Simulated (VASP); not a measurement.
# PbF2 (Fluorocronite) (Fm-3m) in VASP: further runs

The runs below take PbF2 (Fluorocronite) through single point, with PBE-based screened hybrid, HSE06.

Program: VASP 6.6.1. These are calculated values, not measurements. Logs are shortened: lines on timing, memory, paths and dates and some standing lists are left out, and cuts for length are marked.

**1. The cell of the first run**

The structure is cubic, space group Fm-3m (No. 225). The conventional cell has a = 5.892 Å, b = 5.892 Å, c = 5.892 Å, α = 90.00°, β = 90.00°, γ = 90.00°. Within 3.4 Å of Pb (site symmetry m-3m) lie 8 F at 2.55 Å. Within 3.4 Å of F (site symmetry -43m) lie 4 Pb at 2.55 Å and 6 F at 2.95 Å.

**2. Single point, PBE-based screened hybrid**

File POSCAR:

```
PbF2
1.0
    0.0000000000      2.9458082836      2.9458082836
    2.9458082836      0.0000000000      2.9458082836
    2.9458082836      2.9458082836      0.0000000000
Pb F
1 2
Direct
    0.0000000000      0.0000000000      0.0000000000
    0.2500000000      0.2500000000      0.2500000000
    0.7500000000      0.7500000000      0.7500000000
```

File INCAR.step1:

```
  PREC = Accurate
  ENCUT = 520
  EDIFF = 1E-5
  ISMEAR = 0
  SIGMA = 0.01
  LREAL = F
  LASPH = T
  NELM = 80
  ALGO = Normal
  ISIF = 2
  LWAVE = T
  LCHARG = F
  GGA = PE
  NBANDS = 21
```

File INCAR.step2:

```
  PREC = Accurate
  ENCUT = 520
  EDIFF = 1E-6
  ISMEAR = 0
  SIGMA = 0.01
  LREAL = F
  LASPH = T
  NELM = 80
  ALGO = Normal
  ISIF = 2
  LWAVE = F
  LCHARG = F
  GGA = PE
  LHFCALC = T
  AEXX = 0.15
  HFSCREEN = 0.1
  PRECFOCK = Normal
  ISTART = 1
  NBANDS = 21
```

File KPOINTS:

```
Automatic mesh
0
Gamma
  4 4 4
```

Potentials or basis: VASP PAW PBE potentials, release 64 (Pb_d, F).

The run is started by

```sh
cat potpaw_PBE.64/Pb_d/POTCAR potpaw_PBE.64/F/POTCAR > POTCAR
cp INCAR.step1 INCAR
mpirun -np 1 vasp_std > vasp.out
cp INCAR.step2 INCAR
mpirun -np 1 vasp_std > vasp.out
```

OUTCAR:

```text
PREC = Accurate
   ENCUT = 520
   EDIFF = 1E-6
   ISMEAR = 0
   LREAL = F
   LASPH = T
   NELM = 80
   ISIF = 2
   GGA = PE
   LHFCALC = T
   AEXX = 0.15
   HFSCREEN = 0.1
   PRECFOCK = Normal
   ISTART = 1

 ion  position               nearest neighbor table
   1  0.000  0.000  0.000-   3 2.55   3 2.55   3 2.55   2 2.55   3 2.55   2 2.55   2 2.55   2 2.55

   2  0.250  0.250  0.250-   1 2.55   1 2.55   1 2.55   1 2.55
   3  0.750  0.750  0.750-   1 2.55   1 2.55   1 2.55   1 2.55

  LATTYP: Found a face centered cubic cell.
 ALAT       =     5.8916165672

  Lattice vectors:

 A1 = (   0.0000000000,   2.9458082836,   2.9458082836)
 A2 = (   2.9458082836,   0.0000000000,   2.9458082836)
 A3 = (   2.9458082836,   2.9458082836,   0.0000000000)

Analysis of symmetry for initial positions (statically):
=====================================================================
 Subroutine PRICEL returns:
 Original cell was already a primitive cell.

 Routine SETGRP: Setting up the symmetry group for a
 face centered cubic supercell.

 Subroutine GETGRP returns: Found 48 space group operations
 (whereof 48 operations were pure point group operations)
 out of a pool of 48 trial point group operations.

The static configuration has the point symmetry O_h .

Analysis of symmetry for dynamics (positions and initial velocities):
=====================================================================
 Subroutine PRICEL returns:
 Original cell was already a primitive cell.

 Routine SETGRP: Setting up the symmetry group for a
 face centered cubic supercell.

 Subroutine GETGRP returns: Found 48 space group operations
 (whereof 48 operations were pure point group operations)
 out of a pool of 48 trial point group operations.

The dynamic configuration has the point symmetry O_h .

 Subroutine INISYM returns: Found 48 space group operations
 (whereof 48 operations are pure point group operations),
 and found     1 'primitive' translations

----------------------------------------------------------------------------------------

                                     Primitive cell

  volume of cell :      51.1262

  direct lattice vectors                    reciprocal lattice vectors
     0.000000000  2.945808284  2.945808284    -0.169732702  0.169732702  0.169732702
     2.945808284  0.000000000  2.945808284     0.169732702 -0.169732702  0.169732702
     2.945808284  2.945808284  0.000000000     0.169732702  0.169732702 -0.169732702

  length of vectors
     4.166002027  4.166002027  4.166002027     0.293985664  0.293985664  0.293985664

  position of ions in fractional coordinates (direct lattice)
     0.000000000  0.000000000  0.000000000
     0.250000000  0.250000000  0.250000000
     0.750000000  0.750000000  0.750000000

  ion indices of the primitive-cell ions
   primitive index   ion index
                 1           1
                 2           2
                 3           3

----------------------------------------------------------------------------------------

 KPOINTS: Automatic mesh

Automatic generation of k-mesh.
 Grid dimensions read from file:
 generate k-points for:    4    4    4

 Generating k-lattice:

  Cartesian coordinates                     Fractional coordinates (reciprocal lattice)
    -0.042433176  0.042433176  0.042433176     0.250000000  0.000000000  0.000000000
     0.042433176 -0.042433176  0.042433176     0.000000000  0.250000000  0.000000000
     0.042433176  0.042433176 -0.042433176     0.000000000  0.000000000  0.250000000

  Length of vectors
     0.073496416  0.073496416  0.073496416

  Shift w.r.t. Gamma in fractional coordinates (k-lattice)
     0.000000000  0.000000000  0.000000000

 Subroutine IBZKPT returns following result:
 ===========================================

 Found      8 irreducible k-points:

 Following reciprocal coordinates:
            Coordinates               Weight
  0.000000  0.000000  0.000000      1.000000
  0.250000  0.000000  0.000000      8.000000
  0.500000  0.000000  0.000000      4.000000
  0.250000  0.250000  0.000000      6.000000
  0.500000  0.250000  0.000000     24.000000
 -0.250000  0.250000  0.000000     12.000000
  0.500000  0.500000  0.000000      3.000000
 -0.250000  0.500000  0.250000      6.000000
   k-points           NKPTS =      8   k-points in BZ     NKDIM =     64   number of bands    NBANDS=     21
   number of dos      NEDOS =    301   number of ions     NIONS =      3
   total plane-waves  NPLWV =  32768
   dimension x,y,z NGX =    32 NGY =   32 NGZ =   32
   dimension x,y,z NGXF=    64 NGYF=   64 NGZF=   64
   ions per type =               1   2
   NGX,Y,Z   is equivalent  to a cutoff of  12.77, 12.77, 12.77 a.u.
   NGXF,Y,Z  is equivalent  to a cutoff of  25.54, 25.54, 25.54 a.u.
 SYSTEM =  unknown system
   PREC   = accura    normal or accurate (medium, high low for compatibility)
   ISTART =      1    job   : 0-new  1-cont  2-samecut
   ICHARG =      0    charge: 1-file 2-atom 10-const
   ISPIN  =      1    spin polarized calculation?
   LNONCOLLINEAR =      F non collinear calculations
   LSORBIT =      F    spin-orbit coupling
   LASPH  =      T    aspherical Exc in radial PAW
   ENCUT  =  520.0 eV  38.22 Ry    6.18 a.u.   7.75  7.75  7.75*2*pi/ulx,y,z
   NELM   =     80;   NELMIN=  2; NELMDL=  0     # of ELM steps
   EDIFF  = 0.1E-05   stopping-criterion for ELM
   LREAL  =      F    real-space projection
   EDIFFG = 0.1E-04   stopping-criterion for IOM
   NSW    =      0    number of steps for IOM
   IBRION =     -1    ionic relax: 0-MD 1-quasi-New 2-CG
   NFREE  =      0    steps in history (QN), initial steepest desc. (CG)
   ISIF   =      2    stress and relaxation
   ISYM   =      3    0-nonsym 1-usesym 2-fastsym
   POTIM  = 0.5000    time-step for ionic-motion
   TEBEG  =    0.0;   TEEND  =   0.0 temperature during run
   PSTRESS=    0.0 pullay stress
   NELECT =      28.0000    total number of electrons
   NUPDOWN=      -1.0000    fix difference up-down
   EMIN   =  10.00;   EMAX   =-10.00  energy-range for DOS
   EFERMI =   0.00;   METHOD = LEGACY
   ISMEAR =     0;   SIGMA  =   0.01  broadening in eV -4-tet -1-fermi 0-gaus
   EFERMI_NEDOS =   21; number of points for ismear=-14 and -15
   IALGO  =     38    algorithm
   IMIX   =      1    mixing-type and parameters
     AMIX     =   0.40;   BMIX     =  1.00
     AMIX_MAG =   1.60;   BMIX_MAG =  1.00
  volume/ion in A,a.u.               =      17.04       115.01
  Fermi-wavevector in a.u.,A,eV,Ry     =   1.339408  2.531115 24.409055  1.794015
  Thomas-Fermi vector in A             =   2.467803
   LORBIT       =      0    0 simple, 1 ext, 2 COOP (PROOUT), +10 PAW based schemes
   GGA     = PE    functional components
   LHFCALC =     T    Hartree Fock is set to
   PRECFOCK=normal    Normal, Fast or Accurate (Low or Medium for compatibility)
   ENCUT4O =  -1.0   cutoff for four orbital integrals eV
   NKREDX  =     1    reduce k-point grid by
   NKREDY  =     1    reduce k-point grid by
   NKREDZ  =     1    reduce k-point grid by
   AEXX    =    0.1500 exact exchange contribution
   HFSCREEN=    0.1000 screening length (either q_TF or 0.3 A-1)
   HFSCREENC=   0.1000 screening length for correlation (either q_TF or 0.3 A-1)
   ENCUTFOCK=  -1.0 apply spherical cutoff to Coloumb kernel
   IVDW    =     0    specifies the selected vdW correction
   LEPSILON=     F    determine dielectric tensor
   LRPA    =     F    only Hartree local field effects (RPA)
 non-spin polarized calculation
 Gauss-broadening in eV      SIGMA  =   0.01
  energy-cutoff  :      520.00
  volume of cell :       51.13
 maximum number of plane-waves:      1411
 NGX is ok and might be reduce to    32
  NGX = 24; NGY = 24; NGZ = 24

 number of electron      27.9999995 magnetization

 Free energy of the ion-electron system (eV)
  ---------------------------------------------------
  ext. energy  EPLUGINS =         0.00000000
  ---------------------------------------------------
  free energy    TOTEN  =       -16.75598478 eV

  energy without entropy =      -16.75598478  energy(sigma->0) =      -16.75598478

 E-fermi :   1.5118     XC(G=0):  -8.3641

 val. band max:        1.4549300062   @ k =  -0.2500   0.5000   0.2500
 cond. band min:       6.8550180745   @ k =   0.5000   0.5000   0.0000
 fundamental gap:      5.4000880683
 Fermi energy:         1.5118171852

 k-point     1 :       0.0000    0.0000    0.0000
  band No.  band energies     occupation
      1     -21.1497      2.00000
      2     -20.4869      2.00000
      3     -13.7454      2.00000
      4     -13.7454      2.00000
      5     -13.7454      2.00000
      6     -13.6647      2.00000
[... 13 lines left out ...]
     20      17.7875      0.00000
     21      20.4374      0.00000

 k-point     2 :       0.2500    0.0000    0.0000
  band No.  band energies     occupation
      1     -21.0331      2.00000
      2     -20.5906      2.00000
      3     -13.7253      2.00000
      4     -13.7253      2.00000
      5     -13.6604      2.00000
      6     -13.6604      2.00000
[... 13 lines left out ...]
     20      16.7909      0.00000
     21      18.4083      0.00000

 k-point     3 :       0.5000    0.0000    0.0000
  band No.  band energies     occupation
      1     -20.8404      2.00000
      2     -20.7663      2.00000
      3     -13.7206      2.00000
      4     -13.7206      2.00000
      5     -13.6404      2.00000
      6     -13.6404      2.00000
[... 13 lines left out ...]
     20      16.3731      0.00000
     21      16.9949      0.00000

 k-point     4 :       0.2500    0.2500    0.0000
  band No.  band energies     occupation
      1     -21.0038      2.00000
      2     -20.6126      2.00000
      3     -13.6965      2.00000
      4     -13.6965      2.00000
      5     -13.6837      2.00000
      6     -13.6521      2.00000
[... 13 lines left out ...]
     20      18.3610      0.00000
     21      18.5082      0.00000

 k-point     5 :       0.5000    0.2500    0.0000
  band No.  band energies     occupation
      1     -20.8552      2.00000
      2     -20.7406      2.00000
      3     -13.6933      2.00000
      4     -13.6825      2.00000
      5     -13.6410      2.00000
      6     -13.6300      2.00000
[... 13 lines left out ...]
     20      18.4258      0.00000
     21      19.2685      0.00000

 k-point     6 :      -0.2500    0.2500    0.0000
  band No.  band energies     occupation
      1     -20.9001      2.00000
      2     -20.7042      2.00000
      3     -13.6924      2.00000
      4     -13.6897      2.00000
      5     -13.6688      2.00000
      6     -13.6165      2.00000
[... 13 lines left out ...]
     20      18.1971      0.00000
     21      19.8963      0.00000

 k-point     7 :       0.5000    0.5000    0.0000
  band No.  band energies     occupation
      1     -20.8525      2.00000
      2     -20.7328      2.00000
      3     -13.7056      2.00000
      4     -13.6458      2.00000
      5     -13.6458      2.00000
      6     -13.6395      2.00000
[... 13 lines left out ...]
     20      19.3589      0.00000
     21      20.0123      0.00000

 k-point     8 :      -0.2500    0.5000    0.2500
  band No.  band energies     occupation
      1     -20.7933      2.00000
      2     -20.7933      2.00000
      3     -13.6885      2.00000
      4     -13.6553      2.00000
      5     -13.6458      2.00000
      6     -13.5715      2.00000
[... 13 lines left out ...]
     20      18.9340      0.00000
     21      18.9340      0.00000

------------------------ aborting loop because EDIFF is reached ----------------------------------------

  FORCE on cell =-STRESS in cart. coord.  units (eV):
  Direction    XX          YY          ZZ          XY          YZ          ZX
  --------------------------------------------------------------------------------------
  -------------------------------------------------------------------------------------
  Total        0.9026645      0.9026645      0.9026645     -0.0000000     -0.0000000     -0.0000000
  in kB       28.2874307     28.2874307     28.2874307     -0.0000000     -0.0000000     -0.0000000
  external PRESSURE =      28.2874307 kB  Pullay stress =       0.0000000 kB

 VOLUME and BASIS-vectors are now :
 -----------------------------------------------------------------------------
  energy-cutoff  :      520.00
  volume of cell :       51.13
      direct lattice vectors                 reciprocal lattice vectors
     0.000000000  2.945808284  2.945808284    -0.169732702  0.169732702  0.169732702
     2.945808284  0.000000000  2.945808284     0.169732702 -0.169732702  0.169732702
     2.945808284  2.945808284  0.000000000     0.169732702  0.169732702 -0.169732702

 POSITION                                       TOTAL-FORCE (eV/Angst)
 -----------------------------------------------------------------------------------
      0.00000      0.00000      0.00000        -0.000000     -0.000000      0.000000
      1.47290      1.47290      1.47290         0.000000      0.000000      0.000000
      4.41871      4.41871      4.41871        -0.000000     -0.000000     -0.000000
 -----------------------------------------------------------------------------------
    total drift:                                0.000002      0.000000      0.000002

  FREE ENERGIE OF THE ION-ELECTRON SYSTEM (eV)
  ---------------------------------------------------
  free  energy   TOTEN  =       -16.7559847770 eV

  energy  without entropy=      -16.7559847770  energy(sigma->0) =      -16.75598478
```

Wall time 17 min (1 thread of Oxide Virtual Turin-like, shared host); peak memory 0.25 GiB.

Results:

```yaml
Free_energy: -16.7560 eV
Pressure: 2.8 GPa
Band_gap_on_the_k_mesh: 5.40 eV, indirect (least direct gap 5.54 eV)
```

Caveat: the k points lie up to 0.46 Å⁻¹ apart; the PAW data sets were made with another functional, which shifts forces and pressure a little; spin-orbit coupling is left out, which moves the levels of the heavy elements. A k mesh can miss the band edges.

**3. Single point, HSE06**

POSCAR is that of step 2.

File INCAR.step1:

```
PREC = Accurate
ENCUT = 520
EDIFF = 1E-5
ISMEAR = 0
SIGMA = 0.01
LREAL = False
LASPH = True
NELM = 60
ALGO = Normal
ISIF = 2
LWAVE = True
LCHARG = False
NBANDS = 21
GGA = PE
```

File INCAR.step2:

```
PREC = Accurate
ENCUT = 520
EDIFF = 1E-6
ISMEAR = 0
SIGMA = 0.01
LREAL = False
LASPH = True
NELM = 60
ALGO = Normal
ISIF = 2
LWAVE = False
LCHARG = False
GGA = PE
LHFCALC = True
HFSCREEN = 0.2079
PRECFOCK = Normal
NBANDS = 21
ISTART = 1
```

File KPOINTS:

```
regular mesh
0
Gamma
  4 4 4
```

Potentials or basis: VASP PAW PBE potentials, release 64 (Pb_d, F).

The run is started by

```sh
cat potpaw_PBE.64/Pb_d/POTCAR potpaw_PBE.64/F/POTCAR > POTCAR
cp INCAR.step1 INCAR
mpirun -np 1 vasp_std > vasp.out
cp INCAR.step2 INCAR
mpirun -np 1 vasp_std > vasp.out
```

OUTCAR:

```text
PREC = Accurate
   ENCUT = 520
   EDIFF = 1E-6
   ISMEAR = 0
   LREAL = False
   LASPH = True
   NELM = 60
   ISIF = 2
   GGA = PE
   LHFCALC = True
   HFSCREEN = 0.2079
   PRECFOCK = Normal
   ISTART = 1

 ion  position               nearest neighbor table
   1  0.000  0.000  0.000-   3 2.55   3 2.55   3 2.55   2 2.55   3 2.55   2 2.55   2 2.55   2 2.55

   2  0.250  0.250  0.250-   1 2.55   1 2.55   1 2.55   1 2.55
   3  0.750  0.750  0.750-   1 2.55   1 2.55   1 2.55   1 2.55

  LATTYP: Found a face centered cubic cell.
[... 376 lines left out ...]

  FORCE on cell =-STRESS in cart. coord.  units (eV):
  Direction    XX          YY          ZZ          XY          YZ          ZX
  --------------------------------------------------------------------------------------
  -------------------------------------------------------------------------------------
  Total        0.7217641      0.7217641      0.7217641      0.0000000     -0.0000000      0.0000000
  in kB       22.6184289     22.6184289     22.6184289      0.0000000     -0.0000000      0.0000000
  external PRESSURE =      22.6184289 kB  Pullay stress =       0.0000000 kB

 VOLUME and BASIS-vectors are now :
 -----------------------------------------------------------------------------
  energy-cutoff  :      520.00
  volume of cell :       51.13
      direct lattice vectors                 reciprocal lattice vectors
     0.000000000  2.945808284  2.945808284    -0.169732702  0.169732702  0.169732702
     2.945808284  0.000000000  2.945808284     0.169732702 -0.169732702  0.169732702
     2.945808284  2.945808284  0.000000000     0.169732702  0.169732702 -0.169732702

 POSITION                                       TOTAL-FORCE (eV/Angst)
 -----------------------------------------------------------------------------------
      0.00000      0.00000      0.00000        -0.000000     -0.000000      0.000000
      1.47290      1.47290      1.47290         0.000000      0.000000      0.000000
      4.41871      4.41871      4.41871        -0.000000     -0.000000     -0.000000
 -----------------------------------------------------------------------------------
    total drift:                                0.000005      0.000006      0.000006

  FREE ENERGIE OF THE ION-ELECTRON SYSTEM (eV)
  ---------------------------------------------------
  free  energy   TOTEN  =       -17.8229605014 eV

  energy  without entropy=      -17.8229605014  energy(sigma->0) =      -17.82296050
```

OUTCAR.step1:

```text
PREC = Accurate
   ENCUT = 520
   EDIFF = 1E-5
   ISMEAR = 0
   LREAL = False
[... 400 lines left out ...]
      0.00000      0.00000      0.00000        -0.000000     -0.000000     -0.000000
      1.47290      1.47290      1.47290         0.000000     -0.000000      0.000000
      4.41871      4.41871      4.41871        -0.000000      0.000000     -0.000000
 -----------------------------------------------------------------------------------
    total drift:                                0.000000     -0.000000      0.000000

  FREE ENERGIE OF THE ION-ELECTRON SYSTEM (eV)
  ---------------------------------------------------
  free  energy   TOTEN  =       -14.3130300470 eV

  energy  without entropy=      -14.3130300470  energy(sigma->0) =      -14.31303005
```

OSZICAR.step1:

```text
N       E                     dE             d eps       ncg     rms          rms(c)
DAV:   1     0.293968643624E+03    0.29397E+03   -0.14696E+04   344   0.153E+03
DAV:   2     0.108170439607E+02   -0.28315E+03   -0.26417E+03   365   0.435E+02
DAV:   3    -0.154504745840E+02   -0.26268E+02   -0.25948E+02   401   0.138E+02
DAV:   4    -0.161880817443E+02   -0.73761E+00   -0.73732E+00   371   0.239E+01
DAV:   5    -0.162120726393E+02   -0.23991E-01   -0.23989E-01   414   0.456E+00    0.797E+00
DAV:   6    -0.143150982257E+02    0.18970E+01   -0.84158E+00   451   0.232E+01    0.259E+00
DAV:   7    -0.143166769619E+02   -0.15787E-02   -0.43557E-01   346   0.403E+00    0.154E+00
DAV:   8    -0.143154391353E+02    0.12378E-02   -0.98477E-02   341   0.351E+00    0.553E-01
DAV:   9    -0.143118982295E+02    0.35409E-02   -0.18512E-02   447   0.107E+00    0.101E-01
DAV:  10    -0.143130219024E+02   -0.11237E-02   -0.13979E-03   336   0.286E-01    0.309E-02
DAV:  11    -0.143130212297E+02    0.67276E-06   -0.10993E-04   389   0.878E-02    0.889E-03
DAV:  12    -0.143130300470E+02   -0.88173E-05   -0.16034E-05   338   0.271E-02
   1 F= -.14313030E+02 E0= -.14313030E+02  d E =-.133460E-29
```

Run time: 13 min. Hardware: 1 thread of Oxide Virtual Turin-like, shared host; peak memory 0.26 GiB.

Results:

* Free energy: -17.8230 eV
* Pressure: 2.3 GPa
* Band gap on the k mesh: 5.71 eV, indirect (least direct gap 5.84 eV)

Caveat: the k points lie up to 0.46 Å⁻¹ apart; the PAW data sets were made with another functional, which shifts forces and pressure a little; spin-orbit coupling is left out, which moves the levels of the heavy elements.
